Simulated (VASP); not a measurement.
# NbSi (Fm-3m) in VASP: settings compared

NbSi is run at these levels: PBEsol, PBEsol+D3(BJ), PBEsol+D4, LDA+U; tasks: relaxation of cell and atoms, single point.

All numbers are computed with VASP 6.6.1; they aren't measurements. Logs are shortened: lines on timing, memory, paths and dates and some standing lists are left out, and cuts for length are marked.

### Step 1. The cell of the first run

It takes space group Fm-3m (No. 225, cubic). Conventional cell: a = 5.148 Å, b = 5.148 Å, c = 5.148 Å, α = 90.00°, β = 90.00°, γ = 90.00°. Within 3.4 Å of Nb (site symmetry m-3m) lie 6 Si at 2.57 Å. Within 3.4 Å of Si (site symmetry m-3m) lie 6 Nb at 2.57 Å.

### Step 2. Relaxation of cell and atoms, PBEsol

INCAR

```
SYSTEM = NbSi
ALGO = Normal ; EDIFF = 1E-7
EDIFFG = -0.01 ; ENCUT = 600
GGA = PS ; IBRION = 2
ISIF = 3 ; ISMEAR = -1
LASPH = .TRUE. ; LCHARG = .FALSE.
LREAL = .FALSE. ; LWAVE = .FALSE.
NELM = 60 ; NSW = 60
PREC = Accurate ; SIGMA = 0.05
```

KPOINTS

```
k-points
0
G
  9 9 9
  0 0 0
```

POSCAR

```
NbSi
1.0
    0.0000000000      2.5738300000      2.5738300000
    2.5738300000      0.0000000000      2.5738300000
    2.5738300000      2.5738300000      0.0000000000
Nb Si
1 1
Direct
    0.0000000000      0.0000000000      0.0000000000
    0.5000000000      0.5000000000      0.5000000000
```

Potentials or basis: VASP PAW PBE potentials, release 64 (Nb_sv, Si).

On the command line:

```
$ cat potpaw_PBE.64/Nb_sv/POTCAR potpaw_PBE.64/Si/POTCAR > POTCAR
$ mpirun -np 1 vasp_std > vasp.out
```

OUTCAR:

```text
SYSTEM = NbSi
   EDIFF = 1E-7
   EDIFFG = -0.01
   ENCUT = 600
   GGA = PS
   IBRION = 2
   ISIF = 3
   ISMEAR = -1
   LASPH = .TRUE.
   LREAL = .FALSE.
   NELM = 60
   NSW = 60
   PREC = Accurate

 ion  position               nearest neighbor table
   1  0.000  0.000  0.000-   2 2.57   2 2.57   2 2.57   2 2.57   2 2.57   2 2.57
   2  0.500  0.500  0.500-   1 2.57   1 2.57   1 2.57   1 2.57   1 2.57   1 2.57

  LATTYP: Found a face centered cubic cell.
 ALAT       =     5.1476600000

  Lattice vectors:

 A1 = (   0.0000000000,   2.5738300000,   2.5738300000)
 A2 = (   2.5738300000,   0.0000000000,   2.5738300000)
 A3 = (   2.5738300000,   2.5738300000,   0.0000000000)

Analysis of symmetry for initial positions (statically):
=====================================================================
 Subroutine PRICEL returns:
 Original cell was already a primitive cell.

 Routine SETGRP: Setting up the symmetry group for a
 face centered cubic supercell.

 Subroutine GETGRP returns: Found 48 space group operations
 (whereof 48 operations were pure point group operations)
 out of a pool of 48 trial point group operations.

The static configuration has the point symmetry O_h .

Analysis of symmetry for dynamics (positions and initial velocities):
=====================================================================
 Subroutine PRICEL returns:
 Original cell was already a primitive cell.

 Routine SETGRP: Setting up the symmetry group for a
 face centered cubic supercell.

 Subroutine GETGRP returns: Found 48 space group operations
 (whereof 48 operations were pure point group operations)
 out of a pool of 48 trial point group operations.

The dynamic configuration has the point symmetry O_h .

 Subroutine INISYM returns: Found 48 space group operations
 (whereof 48 operations are pure point group operations),
 and found     1 'primitive' translations

----------------------------------------------------------------------------------------

                                     Primitive cell

  volume of cell :      34.1012

  direct lattice vectors                    reciprocal lattice vectors
     0.000000000  2.573830000  2.573830000    -0.194263024  0.194263024  0.194263024
     2.573830000  0.000000000  2.573830000     0.194263024 -0.194263024  0.194263024
     2.573830000  2.573830000  0.000000000     0.194263024  0.194263024 -0.194263024

  length of vectors
     3.639945293  3.639945293  3.639945293     0.336473428  0.336473428  0.336473428

  position of ions in fractional coordinates (direct lattice)
     0.000000000  0.000000000  0.000000000
     0.500000000  0.500000000  0.500000000

  ion indices of the primitive-cell ions
   primitive index   ion index
                 1           1
                 2           2

----------------------------------------------------------------------------------------

 KPOINTS: k-points

Automatic generation of k-mesh.
 Grid dimensions read from file:
 generate k-points for:    9    9    9

 Generating k-lattice:

  Cartesian coordinates                     Fractional coordinates (reciprocal lattice)
    -0.021584780  0.021584780  0.021584780     0.111111111  0.000000000  0.000000000
     0.021584780 -0.021584780  0.021584780     0.000000000  0.111111111  0.000000000
     0.021584780  0.021584780 -0.021584780     0.000000000  0.000000000  0.111111111

  Length of vectors
     0.037385936  0.037385936  0.037385936

  Shift w.r.t. Gamma in fractional coordinates (k-lattice)
     0.000000000  0.000000000  0.000000000

 Subroutine IBZKPT returns following result:
 ===========================================

 Found     35 irreducible k-points:

 Following reciprocal coordinates:
            Coordinates               Weight
  0.000000  0.000000  0.000000      1.000000
  0.111111  0.000000  0.000000      8.000000
  0.222222  0.000000  0.000000      8.000000
  0.333333  0.000000  0.000000      8.000000
  0.444444  0.000000  0.000000      8.000000
  0.111111  0.111111  0.000000      6.000000
[... 16 lines left out ...]
 -0.333333  0.333333  0.000000     12.000000
  0.444444  0.444444  0.000000      6.000000
 [... further k-points ...]
   k-points           NKPTS =     35   k-points in BZ     NKDIM =     35   number of bands    NBANDS=     12
   number of dos      NEDOS =    301   number of ions     NIONS =      2
   total plane-waves  NPLWV =  27000
   dimension x,y,z NGX =    30 NGY =   30 NGZ =   30
   dimension x,y,z NGXF=    60 NGYF=   60 NGZF=   60
   ions per type =               1   1
   NGX,Y,Z   is equivalent  to a cutoff of  13.70, 13.70, 13.70 a.u.
   NGXF,Y,Z  is equivalent  to a cutoff of  27.40, 27.40, 27.40 a.u.
 SYSTEM =  NbSi
   PREC   = accura    normal or accurate (medium, high low for compatibility)
   ISTART =      0    job   : 0-new  1-cont  2-samecut
   ICHARG =      2    charge: 1-file 2-atom 10-const
   ISPIN  =      1    spin polarized calculation?
   LNONCOLLINEAR =      F non collinear calculations
   LSORBIT =      F    spin-orbit coupling
   LASPH  =      T    aspherical Exc in radial PAW
   ENCUT  =  600.0 eV  44.10 Ry    6.64 a.u.   7.27  7.27  7.27*2*pi/ulx,y,z
   NELM   =     60;   NELMIN=  2; NELMDL= -5     # of ELM steps
   EDIFF  = 0.1E-06   stopping-criterion for ELM
   LREAL  =      F    real-space projection
   EDIFFG = -.1E-01   stopping-criterion for IOM
   NSW    =     60    number of steps for IOM
   IBRION =      2    ionic relax: 0-MD 1-quasi-New 2-CG
   NFREE  =      1    steps in history (QN), initial steepest desc. (CG)
   ISIF   =      3    stress and relaxation
   ISYM   =      2    0-nonsym 1-usesym 2-fastsym
   POTIM  = 0.5000    time-step for ionic-motion
   TEBEG  =    0.0;   TEEND  =   0.0 temperature during run
   PSTRESS=    0.0 pullay stress
   NELECT =      17.0000    total number of electrons
   NUPDOWN=      -1.0000    fix difference up-down
   EMIN   =  10.00;   EMAX   =-10.00  energy-range for DOS
   EFERMI =   0.00;   METHOD = LEGACY
   ISMEAR =    -1;   SIGMA  =   0.05  broadening in eV -4-tet -1-fermi 0-gaus
   EFERMI_NEDOS =   21; number of points for ismear=-14 and -15
   IALGO  =     38    algorithm
   IMIX   =      4    mixing-type and parameters
     AMIX     =   0.40;   BMIX     =  1.00
     AMIX_MAG =   1.60;   BMIX_MAG =  1.00
  volume/ion in A,a.u.               =      17.05       115.06
  Fermi-wavevector in a.u.,A,eV,Ry     =   1.298079  2.453015 22.925957  1.685010
  Thomas-Fermi vector in A             =   2.429431
   LORBIT       =      0    0 simple, 1 ext, 2 COOP (PROOUT), +10 PAW based schemes
   GGA     = PS    functional components
   LHFCALC =     F    Hartree Fock is set to
   AEXX    =    0.0000 exact exchange contribution
   IVDW    =     0    specifies the selected vdW correction
   LEPSILON=     F    determine dielectric tensor
   LRPA    =     F    only Hartree local field effects (RPA)
 conjugate gradient relaxation of ions
 non-spin polarized calculation
  energy-cutoff  :      600.00
  volume of cell :       34.10
 maximum number of plane-waves:      1153
 NGX is ok and might be reduce to    30
   NGX = 15   NGY = 15   NGZ = 15

--------------------------------------- Ionic step        1  -------------------------------------------

 number of electron      17.0000000 magnetization

 Free energy of the ion-electron system (eV)
  ---------------------------------------------------
  ext. energy  EPLUGINS =         0.00000000
  ---------------------------------------------------
  free energy    TOTEN  =       -17.22328366 eV

  energy without entropy =      -17.21281766  energy(sigma->0) =      -17.21805066

------------------------ aborting loop because EDIFF is reached ----------------------------------------

  FORCE on cell =-STRESS in cart. coord.  units (eV):
  Direction    XX          YY          ZZ          XY          YZ          ZX
  --------------------------------------------------------------------------------------
  -------------------------------------------------------------------------------------
  Total       -0.9370018     -0.9370018     -0.9370018      0.0000000      0.0000000      0.0000000
  in kB      -44.0231845    -44.0231845    -44.0231845      0.0000000      0.0000000      0.0000000
  external PRESSURE =     -44.0231845 kB  Pullay stress =       0.0000000 kB
[... 57 lines left out ...]
  energy  without entropy=      -17.1991588301  energy(sigma->0) =      -17.20480512

--------------------------------------- Ionic step        3  -------------------------------------------

 number of electron      16.9999999 magnetization

 Free energy of the ion-electron system (eV)
  ---------------------------------------------------
  ext. energy  EPLUGINS =         0.00000000
  ---------------------------------------------------
  free energy    TOTEN  =       -17.23703250 eV

  energy without entropy =      -17.22611632  energy(sigma->0) =      -17.23157441

 E-fermi :  10.5006     XC(G=0): -11.8310

 val. band max:       10.4937892297   @ k =   0.4444   0.2222   0.1111
 cond. band min:      10.5130561121   @ k =  -0.2222   0.2222   0.0000
 fundamental gap:      0.0192668824
 Fermi energy:        10.5005836706

 k-point     1 :       0.0000    0.0000    0.0000
  band No.  band energies     occupation
      1     -44.5916      2.00000
      2     -20.6415      2.00000
      3     -20.6415      2.00000
      4     -20.6415      2.00000
      5      -0.2808      2.00000
      6       9.1981      2.00000
      7       9.1981      2.00000
      8       9.1981      2.00000
      9       9.7975      2.00000
     10       9.7975      2.00000
     11      13.0527      0.00000
     12      13.0527      0.00000
[... 331 lines left out ...]
 k-point    24 :       0.4444    0.4444    0.0000
  band No.  band energies     occupation
      1     -44.5662      2.00000
      2     -20.8476      2.00000
      3     -20.7238      2.00000
      4     -20.7238      2.00000
      5       2.0132      2.00000
      6       6.8522      2.00000
      7       7.2335      2.00000
      8      10.4638      1.35253
      9      10.4638      1.35253
     10      10.8763      0.00109
     11      12.7733      0.00000
     12      12.7733      0.00000

 [... further k-points ...]

------------------------ aborting loop because EDIFF is reached ----------------------------------------

  FORCE on cell =-STRESS in cart. coord.  units (eV):
  Direction    XX          YY          ZZ          XY          YZ          ZX
  --------------------------------------------------------------------------------------
  -------------------------------------------------------------------------------------
  Total       -0.0095340     -0.0095340     -0.0095340      0.0000000     -0.0000000     -0.0000000
  in kB       -0.4610121     -0.4610121     -0.4610121      0.0000000     -0.0000000     -0.0000000
  external PRESSURE =      -0.4610121 kB  Pullay stress =       0.0000000 kB
[... 17 lines left out ...]
  FREE ENERGIE OF THE ION-ELECTRON SYSTEM (eV)
  ---------------------------------------------------
  free  energy   TOTEN  =       -17.2370324965 eV

  energy  without entropy=      -17.2261163196  energy(sigma->0) =      -17.23157441

 reached required accuracy - stopping structural energy minimisation
```

It took 1.7 min on 1 thread of Intel Xeon 8259CL, shared host; peak memory 0.19 GiB.

What came out:

```yaml
Free_energy: -17.2370 eV
Relaxed_volume: 16.57 Å³/atom
Relaxed_cell: a = 3.605 Å, b = 3.605 Å, c = 3.605 Å, α = 60.00°, β = 60.00°, γ = 60.00°
Space_group_after_relaxing_to_0.1_Å: Fm-3m (No. 225)
Energy_gained_by_relaxing: 6.9 meV/atom
Ionic_steps: 3
Pressure_after_relaxing: 0.0 GPa
Band_gap_on_the_k_mesh: zero (an odd number of electrons rules out a gap without spin polarisation)
```

Step by step:
```tsv
step	energy change (eV)	largest force (eV/Å)	pressure (GPa)	volume (Å³)
1	0.0000	0.0000	-4.40	34.10
2	0.0128	0.0000	6.85	31.84
3	-0.0137	0.0000	-0.05	33.13
```

Final structure:
```xyz
2
Lattice="0.0000 2.5493 2.5493 2.5493 0.0000 2.5493 2.5493 2.5493 0.0000" Properties=species:S:1:pos:R:3 pbc="T T T"
Nb    0.0000    0.0000    0.0000
Si    2.5493    2.5493    2.5493
```

Levels at points of the mesh, in eV from the Fermi level:
```
           k point  band 6  band 7  band 8  band 9  band 10  band 11  band 12
(0.00, 0.00, 0.00)   -1.30   -1.30   -1.30   -0.70    -0.70     2.55     2.55
```

Caveat: the PAW data sets were made with another functional, which shifts forces and pressure a little.

(Continued in part 2 of 2.)
